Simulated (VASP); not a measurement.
# GdN (Fm-3m) in VASP: notebook, part 2 of 2

VASP 6.6.1.

## 3. Single point, PBEsol+U, collinear spin, ferrimagnetic start

File INCAR:

```
SYSTEM = GdN
  PREC = Accurate
  ENCUT = 520
  EDIFF = 1E-6
  ISMEAR = 0
  SIGMA = 0.05
  LREAL = .False.
  LASPH = .True.
  NELM = 150
  ALGO = Normal
  ISIF = 2
  LWAVE = .False.
  LCHARG = .True.
  ISPIN = 2
  MAGMOM = 7.63 -0.16
  LORBIT = 11
  LMAXMIX = 6
  LDAU = .True.
  LDAUTYPE = 1
  LDAUL = 3 -1
  LDAUU = 7 0
  LDAUJ = 0.9 0
  LDAUPRINT = 1
  GGA = PS
  LELF = .True.
  LVHAR = .True.
  NBANDS = 22
```

File KPOINTS:

```
Automatic mesh
0
Gamma
  7 7 7
  0 0 0
```

File POSCAR:

```
GdN
1.0
    0.0000000000      2.4994985700      2.4994985700
    2.4994985700      0.0000000000      2.4994985700
    2.4994985700      2.4994985700      0.0000000000
Gd N
1 1
Direct
    0.5000000000      0.5000000000      0.5000000000
    0.0000000000      0.0000000000      0.0000000000
```

Potentials or basis: VASP PAW PBE potentials, release 64 (Gd, N).

Started as:

```bash
$ cat potpaw_PBE.64/Gd/POTCAR potpaw_PBE.64/N/POTCAR > POTCAR
$ mpirun -np 1 vasp_std > vasp.out
```

OUTCAR:

```text
SYSTEM = GdN
   PREC = Accurate
   ENCUT = 520
   EDIFF = 1E-6
   ISMEAR = 0
   LREAL = .False.
   LASPH = .True.
   NELM = 150
   ISIF = 2
   ISPIN = 2
   LORBIT = 11
   GGA = PS

 ion  position               nearest neighbor table
   1  0.500  0.500  0.500-   2 2.50   2 2.50   2 2.50   2 2.50   2 2.50   2 2.50
   2  0.000  0.000  0.000-   1 2.50   1 2.50   1 2.50   1 2.50   1 2.50   1 2.50

  LATTYP: Found a face centered cubic cell.
 ALAT       =     4.9989971400
[... 1256 lines left out ...]
  external PRESSURE =     -45.7105102 kB  Pullay stress =       0.0000000 kB

 VOLUME and BASIS-vectors are now :
 -----------------------------------------------------------------------------
  energy-cutoff  :      520.00
  volume of cell :       31.23
      direct lattice vectors                 reciprocal lattice vectors
     0.000000000  2.499498570  2.499498570    -0.200040122  0.200040122  0.200040122
     2.499498570  0.000000000  2.499498570     0.200040122 -0.200040122  0.200040122
     2.499498570  2.499498570  0.000000000     0.200040122  0.200040122 -0.200040122

 POSITION                                       TOTAL-FORCE (eV/Angst)
 -----------------------------------------------------------------------------------
      2.49950      2.49950      2.49950         0.000000      0.000000      0.000000
      0.00000      0.00000      0.00000        -0.000000     -0.000000     -0.000000
 -----------------------------------------------------------------------------------
    total drift:                                0.000000      0.000000      0.000000

  FREE ENERGIE OF THE ION-ELECTRON SYSTEM (eV)
  ---------------------------------------------------
  free  energy   TOTEN  =       -23.6258407449 eV

  energy  without entropy=      -23.6253899529  energy(sigma->0) =      -23.62561535

 total charge

# of ion       s       p       d       f       tot
--------------------------------------------------
    1        2.032   5.647   0.543   6.970  15.192
    2        1.242   2.368   0.000   0.000   3.610
--------------------------------------------------
tot          3.275   8.015   0.543   6.970  18.802

 magnetization (x)

# of ion       s       p       d       f       tot
--------------------------------------------------
    1       -0.004  -0.076   0.072   6.892   6.884
    2       -0.009  -0.109   0.000   0.000  -0.119
--------------------------------------------------
tot         -0.014  -0.185   0.072   6.892   6.765
```

OSZICAR:

```text
N       E                     dE             d eps       ncg     rms          rms(c)
DAV:   1     0.130550734402E+03    0.13055E+03   -0.80198E+03  2482   0.513E+03
DAV:   2    -0.240911353736E+01   -0.13296E+03   -0.11472E+03  2466   0.469E+02
DAV:   3    -0.188003302468E+02   -0.16391E+02   -0.16059E+02  2872   0.112E+02
DAV:   4    -0.209864000809E+02   -0.21861E+01   -0.21741E+01  3352   0.281E+01
DAV:   5    -0.210540084486E+02   -0.67608E-01   -0.67576E-01  2742   0.613E+00    0.408E+01
DAV:   6    -0.238499288206E+02   -0.27959E+01   -0.27758E+01  2626   0.185E+02    0.970E+01
DAV:   7    -0.238398419474E+02    0.10087E-01   -0.26549E+00  2704   0.183E+01    0.777E+01
DAV:   8    -0.236156279450E+02    0.22421E+00   -0.32264E-01  3080   0.127E+01    0.549E+01
DAV:   9    -0.236093236336E+02    0.63043E-02   -0.54286E-01  2740   0.200E+01    0.167E+01
DAV:  10    -0.236236146906E+02   -0.14291E-01   -0.17903E-01  3102   0.665E+00    0.108E+01
DAV:  11    -0.236244170914E+02   -0.80240E-03   -0.17075E-02  3106   0.170E+00    0.574E+00
DAV:  12    -0.236258596165E+02   -0.14425E-02   -0.43811E-03  2324   0.194E+00    0.187E+00
DAV:  13    -0.236258535323E+02    0.60842E-05   -0.14133E-03  2722   0.812E-01    0.373E-01
DAV:  14    -0.236258525723E+02    0.95998E-06   -0.14998E-04  3088   0.219E-01    0.197E-01
DAV:  15    -0.236258401404E+02    0.12432E-04   -0.16978E-05  3020   0.597E-02    0.108E-01
DAV:  16    -0.236258407449E+02   -0.60452E-06   -0.26462E-06  2250   0.160E-02
   1 F= -.23625841E+02 E0= -.23625615E+02  d E =-.450792E-03  mag=     6.9999
```

stdout:

```text
POSCAR found type information on POSCAR GdN
 POSCAR found :  2 types and       2 ions
 scaLAPACK will be used
 -----------------------------------------------------------------------------
|                                                                             |
|                                                                             |
|     You enforced a specific xc type in the INCAR file but a different       |
|     I HOPE YOU KNOW WHAT YOU ARE DOING!                                     |
|                                                                             |
 -----------------------------------------------------------------------------

 LDA part: xc-table for (Slater+PW92), standard interpolation
 POSCAR, INCAR and KPOINTS ok, starting setup
 FFT: planning ... GRIDC
 FFT: planning ... GRID_SOFT
 FFT: planning ... GRID
 WAVECAR not read
 entering main loop
```

Wall time 43 s (1 thread of Intel Xeon 6975P-C (Granite Rapids), shared host); peak memory 0.19 GiB.

What came out:

```yaml
Free_energy: -23.6258 eV
Pressure: -4.6 GPa
Band_gap_on_the_k_mesh: zero (filled and empty bands overlap)
Net_moment: 7.00 μB per cell
Site_moments: Gd +6.88; N -0.12 μB
Valence_electrons_inside_the_program's_atomic_spheres: Gd 15.19; N 3.61
```

Eigenvalues of the final occupation matrices:
| site | spin | trace | eigenvalues |
| --- | --- | --- | --- |
| site 1 f | 1 | 6.94 | 0.99 0.99 0.99 0.99 0.99 0.99 0.99 |
| site 1 f | 2 | 0.04 | 0.00 0.00 0.00 0.00 0.01 0.01 0.01 |

Caveat: the PAW data sets were made with another functional, which shifts forces and pressure a little; spin-orbit coupling is left out, which moves the levels of the heavy elements; a cell with one magnetic atom can't hold antiferromagnetic order, which such compounds often take. The state reached can hang on the start; a lower one may exist.

## 4. Single point, PBEsol+U, collinear spin, ferrimagnetic start

File INCAR:

```
  ALGO = Normal
  EDIFF = 1E-6
  ENCUT = 520
  GGA = PS
  ISIF = 2
  ISMEAR = 0
  ISPIN = 2
  LASPH = True
  LCHARG = False
  LDAU = True
  LDAUJ = 0.9 0
  LDAUL = 3 -1
  LDAUPRINT = 1
  LDAUTYPE = 1
  LDAUU = 7 0
  LMAXMIX = 6
  LORBIT = 11
  LREAL = False
  LWAVE = False
  MAGMOM = 7.63 -0.16
  NBANDS = 22
  NELM = 150
  PREC = Accurate
  SIGMA = 0.05
```

File KPOINTS:

```
k-points
0
Gamma
  7 7 7
```

POSCAR is that of step 3.

Started as:

```bash
$ cat potpaw_PBE.64/Gd/POTCAR potpaw_PBE.64/N/POTCAR > POTCAR
$ mpirun -np 1 vasp_std > vasp.out
```

Run time: 50 s. Hardware: 1 thread of Intel Xeon 6975P-C (Granite Rapids), shared host; peak memory 0.19 GiB.

The run converged. Its results:

| Quantity | Value |
| --- | --- |
| Free energy | -23.6258 eV |
| Pressure | -4.6 GPa |
| Band gap on the k mesh | zero (filled and empty bands overlap) |
| Net moment | 7.00 μB per cell |
| Site moments | Gd +6.88; N -0.12 μB |
| Valence electrons inside the program's atomic spheres | Gd 15.19; N 3.61 |

Levels at points of the mesh, in eV from the Fermi level:
Spin up:
| k point | band 12 | band 13 | band 14 | band 15 | band 16 | band 17 | band 18 | band 19 |
| --- | --- | --- | --- | --- | --- | --- | --- | --- |
| (0.00, 0.00, 0.00) | -5.88 | 0.36 | 0.36 | 0.36 | 2.72 | 2.72 | 2.72 | 3.41 |
Spin down:
| k point | band 6 | band 7 | band 8 | band 9 | band 10 | band 11 |
| --- | --- | --- | --- | --- | --- | --- |
| (0.00, 0.00, 0.00) | -0.21 | -0.21 | -0.21 | 3.52 | 3.52 | 3.52 |

Eigenvalues of the final occupation matrices:
| site | spin | trace | eigenvalues |
| --- | --- | --- | --- |
| site 1 f | 1 | 6.94 | 0.99 0.99 0.99 0.99 0.99 0.99 0.99 |
| site 1 f | 2 | 0.04 | 0.00 0.00 0.00 0.00 0.01 0.01 0.01 |

Caveat: the PAW data sets were made with another functional, which shifts forces and pressure a little; spin-orbit coupling is left out, which moves the levels of the heavy elements; a cell with one magnetic atom can't hold antiferromagnetic order, which such compounds often take. The state reached can hang on the start; a lower one may exist.
